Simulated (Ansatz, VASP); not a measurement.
Al in VASP and in Ansatz

```
Al
1.0
     2.82708    0.00000    0.00000
    -1.41354    2.44832    0.00000
     0.00000    0.00000   28.77899
Al
7
Direct
  0.33333 0.66667 0.26061
  0.00000 0.00000 0.34040
  0.66667 0.33333 0.42020
  0.00000 0.00000 0.50000
  0.33333 0.66667 0.57980
  0.00000 0.00000 0.65960
  0.66667 0.33333 0.73939
```

Alike in both runs: functional PBE; k mesh 11 × 11 × 1; occupations fermi-dirac, width 0.05 eV; no spin polarisation.

|  | VASP | Ansatz |
| --- | --- | --- |
| version | VASP 6.6.1 | Ansatz 0.2.0 |
| potentials or method | VASP PAW PBE potentials, release 64 (Al) | Ansatz PAW |
| plane-wave cutoff (eV) | 520 | 420 |
| valence electrons in the cell | 21 | 21 |
| task | single point | electrostatic potential |

Ansatz gave:

```
gap on the k mesh at the Fermi level (eV) : none
rms of the force components (eV/Å)        : 0.051
```

Q: What did VASP give for the same quantities?

A: gap on the k mesh at the Fermi level (eV): none; rms of the force components (eV/Å): 0.050.

Atom by atom the forces differ by 0.000 eV/Å (rms over components). A gap of «none» marks a metal or a gap that the smearing closes.
